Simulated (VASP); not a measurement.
# ReS (Fm-3m) in VASP: notebook

The runs below take ReS through single point, with PBEsol.

All numbers are computed with VASP 6.6.1; they aren't measurements. Logs are shortened: lines on timing, memory, paths and dates and some standing lists are left out, and cuts for length are marked.

### 1 The cell of the first run

Symmetry: Fm-3m, No. 225, cubic system. The conventional cell has a = 5.054 Å, b = 5.054 Å, c = 5.054 Å, α = 90.00°, β = 90.00°, γ = 90.00°. Re (site symmetry m-3m) has 6 S at 2.53 Å within 3.3 Å. S (site symmetry m-3m) has 6 Re at 2.53 Å within 3.3 Å.

### 2 Single point, PBEsol, collinear spin

Input file INCAR:

```
SYSTEM = ReS
ALGO = Normal ; EDIFF = 1E-6
ENCUT = 520 ; GGA = PS
ISIF = 2 ; ISMEAR = 0
ISPIN = 2 ; LASPH = .True.
LCHARG = .False. ; LMAXMIX = 4
LORBIT = 11 ; LREAL = .False.
LWAVE = .False. ; MAGMOM = 3.5 0
NBANDS = 18 ; NELM = 150
PREC = Accurate ; SIGMA = 0.1
```

Input file KPOINTS:

```
k-points
0
Gamma
  14 14 14
  0 0 0
```

Input file POSCAR:

```
ReS
1.0
    0.0000000000      2.5267793665      2.5267793665
    2.5267793665      0.0000000000      2.5267793665
    2.5267793665      2.5267793665      0.0000000000
Re S
1 1
Direct
    0.0000000000      0.0000000000      0.0000000000
    0.5000000000      0.5000000000      0.5000000000
```

Potentials or basis: VASP PAW PBE potentials, release 64 (Re, S).

Launch:

```bash
$ cat potpaw_PBE.64/Re/POTCAR potpaw_PBE.64/S/POTCAR > POTCAR
$ mpirun -np 1 vasp_std > vasp.out
```

OUTCAR:

```text
SYSTEM = ReS
   EDIFF = 1E-6
   ENCUT = 520
   GGA = PS
   ISIF = 2
   ISMEAR = 0
   ISPIN = 2
   LASPH = .True.
   LORBIT = 11
   LREAL = .False.
   NELM = 150
   PREC = Accurate

 ion  position               nearest neighbor table
   1  0.000  0.000  0.000-   2 2.53   2 2.53   2 2.53   2 2.53   2 2.53   2 2.53
   2  0.500  0.500  0.500-   1 2.53   1 2.53   1 2.53   1 2.53   1 2.53   1 2.53

  LATTYP: Found a face centered cubic cell.
 ALAT       =     5.0535587330

  Lattice vectors:

 A1 = (   0.0000000000,   2.5267793665,   2.5267793665)
 A2 = (   2.5267793665,   0.0000000000,   2.5267793665)
 A3 = (   2.5267793665,   2.5267793665,   0.0000000000)

Analysis of symmetry for initial positions (statically):
=====================================================================
 Subroutine PRICEL returns:
 Original cell was already a primitive cell.

 Routine SETGRP: Setting up the symmetry group for a
 face centered cubic supercell.

 Subroutine GETGRP returns: Found 48 space group operations
 (whereof 48 operations were pure point group operations)
 out of a pool of 48 trial point group operations.

The static configuration has the point symmetry O_h .

Analysis of symmetry for dynamics (positions and initial velocities):
=====================================================================
 Subroutine PRICEL returns:
 Original cell was already a primitive cell.

 Routine SETGRP: Setting up the symmetry group for a
 face centered cubic supercell.

 Subroutine GETGRP returns: Found 48 space group operations
 (whereof 48 operations were pure point group operations)
 out of a pool of 48 trial point group operations.

The dynamic configuration has the point symmetry O_h .

Analysis of structural, dynamic, and magnetic symmetry:
=====================================================================
 Subroutine PRICEL returns:
 Original cell was already a primitive cell.

 Routine SETGRP: Setting up the symmetry group for a
 face centered cubic supercell.

 Subroutine GETGRP returns: Found 48 space group operations
 (whereof 48 operations were pure point group operations)
 out of a pool of 48 trial point group operations.

The overall configuration has the point symmetry O_h .

 Subroutine INISYM returns: Found 48 space group operations
 (whereof 48 operations are pure point group operations),
 and found     1 'primitive' translations

----------------------------------------------------------------------------------------

                                     Primitive cell

  volume of cell :      32.2650

  direct lattice vectors                    reciprocal lattice vectors
     0.000000000  2.526779367  2.526779367    -0.197880356  0.197880356  0.197880356
     2.526779367  0.000000000  2.526779367     0.197880356 -0.197880356  0.197880356
     2.526779367  2.526779367  0.000000000     0.197880356  0.197880356 -0.197880356

  length of vectors
     3.573405649  3.573405649  3.573405649     0.342738830  0.342738830  0.342738830

  position of ions in fractional coordinates (direct lattice)
     0.000000000  0.000000000  0.000000000
     0.500000000  0.500000000  0.500000000

  ion indices of the primitive-cell ions
   primitive index   ion index
                 1           1
                 2           2

----------------------------------------------------------------------------------------

 KPOINTS: k-points

Automatic generation of k-mesh.
 Grid dimensions read from file:
 generate k-points for:   14   14   14

 Generating k-lattice:

  Cartesian coordinates                     Fractional coordinates (reciprocal lattice)
    -0.014134311  0.014134311  0.014134311     0.071428571  0.000000000  0.000000000
     0.014134311 -0.014134311  0.014134311     0.000000000  0.071428571  0.000000000
     0.014134311  0.014134311 -0.014134311     0.000000000  0.000000000  0.071428571

  Length of vectors
     0.024481345  0.024481345  0.024481345

  Shift w.r.t. Gamma in fractional coordinates (k-lattice)
     0.000000000  0.000000000  0.000000000

 Subroutine IBZKPT returns following result:
 ===========================================

 Found    104 irreducible k-points:

 Following reciprocal coordinates:
            Coordinates               Weight
  0.000000  0.000000  0.000000      1.000000
  0.071429  0.000000  0.000000      8.000000
  0.142857  0.000000  0.000000      8.000000
  0.214286  0.000000  0.000000      8.000000
  0.285714  0.000000  0.000000      8.000000
  0.357143  0.000000  0.000000      8.000000
[... 16 lines left out ...]
  0.214286  0.142857  0.000000     24.000000
  0.285714  0.142857  0.000000     24.000000
 [... further k-points ...]
   k-points           NKPTS =    104   k-points in BZ     NKDIM =    104   number of bands    NBANDS=     18
   number of dos      NEDOS =    301   number of ions     NIONS =      2
   total plane-waves  NPLWV =  21952
   dimension x,y,z NGX =    28 NGY =   28 NGZ =   28
   dimension x,y,z NGXF=    56 NGYF=   56 NGZF=   56
   ions per type =               1   1
   NGX,Y,Z   is equivalent  to a cutoff of  13.03, 13.03, 13.03 a.u.
   NGXF,Y,Z  is equivalent  to a cutoff of  26.05, 26.05, 26.05 a.u.
 SYSTEM =  ReS
   PREC   = accura    normal or accurate (medium, high low for compatibility)
   ISTART =      0    job   : 0-new  1-cont  2-samecut
   ICHARG =      2    charge: 1-file 2-atom 10-const
   ISPIN  =      2    spin polarized calculation?
   LNONCOLLINEAR =      F non collinear calculations
   LSORBIT =      F    spin-orbit coupling
   LASPH  =      T    aspherical Exc in radial PAW
   ENCUT  =  520.0 eV  38.22 Ry    6.18 a.u.   6.64  6.64  6.64*2*pi/ulx,y,z
   NELM   =    150;   NELMIN=  2; NELMDL= -5     # of ELM steps
   EDIFF  = 0.1E-05   stopping-criterion for ELM
   LREAL  =      F    real-space projection
   EDIFFG = 0.1E-04   stopping-criterion for IOM
   NSW    =      0    number of steps for IOM
   IBRION =     -1    ionic relax: 0-MD 1-quasi-New 2-CG
   NFREE  =      0    steps in history (QN), initial steepest desc. (CG)
   ISIF   =      2    stress and relaxation
   ISYM   =      2    0-nonsym 1-usesym 2-fastsym
   POTIM  = 0.5000    time-step for ionic-motion
   TEBEG  =    0.0;   TEEND  =   0.0 temperature during run
   PSTRESS=    0.0 pullay stress
   NELECT =      13.0000    total number of electrons
   NUPDOWN=      -1.0000    fix difference up-down
   EMIN   =  10.00;   EMAX   =-10.00  energy-range for DOS
   EFERMI =   0.00;   METHOD = LEGACY
   ISMEAR =     0;   SIGMA  =   0.10  broadening in eV -4-tet -1-fermi 0-gaus
   EFERMI_NEDOS =   21; number of points for ismear=-14 and -15
   IALGO  =     38    algorithm
   IMIX   =      4    mixing-type and parameters
     AMIX     =   0.40;   BMIX     =  1.00
     AMIX_MAG =   1.60;   BMIX_MAG =  1.00
  volume/ion in A,a.u.               =      16.13       108.87
  Fermi-wavevector in a.u.,A,eV,Ry     =   1.209146  2.284954 19.892170  1.462033
  Thomas-Fermi vector in A             =   2.344732
   LORBIT       =     11    0 simple, 1 ext, 2 COOP (PROOUT), +10 PAW based schemes
   GGA     = PS    functional components
   LHFCALC =     F    Hartree Fock is set to
   AEXX    =    0.0000 exact exchange contribution
   IVDW    =     0    specifies the selected vdW correction
   LEPSILON=     F    determine dielectric tensor
   LRPA    =     F    only Hartree local field effects (RPA)
 spin polarized calculation
 Gauss-broadening in eV      SIGMA  =   0.10
  energy-cutoff  :      520.00
  volume of cell :       32.27
 maximum number of plane-waves:       893
   NGX = 13   NGY = 13   NGZ = 13

 number of electron      13.0000000 magnetization       1.4546078

 Free energy of the ion-electron system (eV)
  ---------------------------------------------------
  ext. energy  EPLUGINS =         0.00000000
  ---------------------------------------------------
  free energy    TOTEN  =       -15.72813609 eV

  energy without entropy =      -15.71208071  energy(sigma->0) =      -15.72010840

 E-fermi :   7.9278     XC(G=0): -12.1316

 val. band max:        7.9276973483   @ k =   0.4286   0.3571   0.0000
 cond. band min:       7.9286937585   @ k =   0.5000   0.3571   0.0000
 fundamental gap:      0.0009964103
 Fermi energy:         7.9278391892

 spin component 1

 k-point     1 :       0.0000    0.0000    0.0000
  band No.  band energies     occupation
      1      -8.4439      1.00000
      2       5.0041      1.00000
      3       5.0041      1.00000
      4       5.0041      1.00000
      5       5.0830      1.00000
      6       5.0830      1.00000
[... 10 lines left out ...]
     17      23.5754      0.00000
     18      25.0879      0.00000
[... 463 lines left out ...]
 k-point    24 :       0.2857    0.1429    0.0000
  band No.  band energies     occupation
      1      -7.5481      1.00000
      2       0.9735      1.00000
      3       2.6546      1.00000
      4       2.9870      1.00000
      5       5.0888      1.00000
      6       6.3355      1.00000
[... 10 lines left out ...]
     17      25.5691      0.00000
     18      27.5371      0.00000

 [... further k-points ...]

 spin component 2

 k-point     1 :       0.0000    0.0000    0.0000
  band No.  band energies     occupation
      1      -8.3092      1.00000
      2       5.0726      1.00000
      3       5.0726      1.00000
      4       5.0726      1.00000
      5       5.9150      1.00000
      6       5.9150      1.00000
[... 10 lines left out ...]
     17      24.1899      0.00000
     18      25.3445      0.00000
[... 463 lines left out ...]
 k-point    24 :       0.2857    0.1429    0.0000
  band No.  band energies     occupation
      1      -7.4376      1.00000
      2       1.2479      1.00000
      3       2.9652      1.00000
      4       3.2808      1.00000
      5       5.8269      1.00000
      6       7.0877      1.00000
[... 10 lines left out ...]
     17      25.9378      0.00000
     18      27.9017      0.00000

 [... further k-points ...]

------------------------ aborting loop because EDIFF is reached ----------------------------------------

  FORCE on cell =-STRESS in cart. coord.  units (eV):
  Direction    XX          YY          ZZ          XY          YZ          ZX
  --------------------------------------------------------------------------------------
  -------------------------------------------------------------------------------------
  Total       -3.0497689     -3.0497689     -3.0497689     -0.0000000     -0.0000000      0.0000000
  in kB     -151.4417263   -151.4417263   -151.4417263     -0.0000000     -0.0000000      0.0000000
  external PRESSURE =    -151.4417263 kB  Pullay stress =       0.0000000 kB

 VOLUME and BASIS-vectors are now :
 -----------------------------------------------------------------------------
  energy-cutoff  :      520.00
  volume of cell :       32.27
      direct lattice vectors                 reciprocal lattice vectors
     0.000000000  2.526779367  2.526779367    -0.197880356  0.197880356  0.197880356
     2.526779367  0.000000000  2.526779367     0.197880356 -0.197880356  0.197880356
     2.526779367  2.526779367  0.000000000     0.197880356  0.197880356 -0.197880356

 POSITION                                       TOTAL-FORCE (eV/Angst)
 -----------------------------------------------------------------------------------
      0.00000      0.00000      0.00000         0.000000      0.000000     -0.000000
      2.52678      2.52678      2.52678         0.000000      0.000000      0.000000
 -----------------------------------------------------------------------------------
    total drift:                                0.000000      0.000000      0.000000

  FREE ENERGIE OF THE ION-ELECTRON SYSTEM (eV)
  ---------------------------------------------------
  free  energy   TOTEN  =       -15.7281360855 eV

  energy  without entropy=      -15.7120807051  energy(sigma->0) =      -15.72010840

 total charge

# of ion       s       p       d       tot
------------------------------------------
    1        0.451   0.345   4.891   5.687
    2        1.303   2.291   0.000   3.594
--------------------------------------------------
tot          1.754   2.636   4.891   9.281

 magnetization (x)

# of ion       s       p       d       tot
------------------------------------------
    1        0.071   0.008   1.280   1.359
    2        0.004   0.002   0.000   0.007
--------------------------------------------------
tot          0.075   0.010   1.280   1.365
```

It took 4.8 min on 1 thread of Intel Xeon 8259CL, shared host; peak memory 0.24 GiB.

What came out:

| Property | Result |
| --- | --- |
| Free energy | -15.7281 eV |
| Pressure | -15.1 GPa |
| Net moment | 1.45 μB per cell |
| Site moments | Re +1.36; S +0.01 μB |
| Valence electrons inside the program's atomic spheres | Re 5.69; S 3.59 |

Levels at points of the mesh, in eV from the Fermi level:
Spin up:
```csv
k point,band 5,band 6,band 7,band 8,band 9,band 10
"(0.00, 0.00, 0.00)",-2.84,-2.84,-2.84,-2.43,-2.43,1.55
"(0.50, 0.00, 0.00)",-0.68,-0.68,-0.20,2.33,4.47,4.47
"(0.50, 0.50, 0.00)",-4.39,-1.47,-0.03,-0.03,0.00,1.70
```
Spin down:
| k point | band 2 | band 3 | band 4 | band 5 | band 6 | band 7 | band 8 | band 9 | band 10 | band 11 |
| --- | --- | --- | --- | --- | --- | --- | --- | --- | --- | --- |
| (0.00, 0.00, 0.00) | -2.86 | -2.86 | -2.86 | -2.01 | -2.01 | -2.01 | -1.80 | -1.80 | 1.95 | 9.18 |
| (0.50, 0.00, 0.00) | -8.71 | -6.05 | -6.05 | 0.31 | 0.31 | 0.72 | 2.57 | 4.94 | 4.94 | 6.13 |
| (0.50, 0.50, 0.00) | -6.70 | -4.28 | -4.28 | -3.81 | -0.81 | 0.60 | 1.04 | 1.04 | 2.31 | 10.29 |

Caveat: the cell stands under tension; the PAW data sets were made with another functional, which shifts forces and pressure a little; spin-orbit coupling is left out, which moves the levels of the heavy elements.

(Part 1 of 2 ends here.)
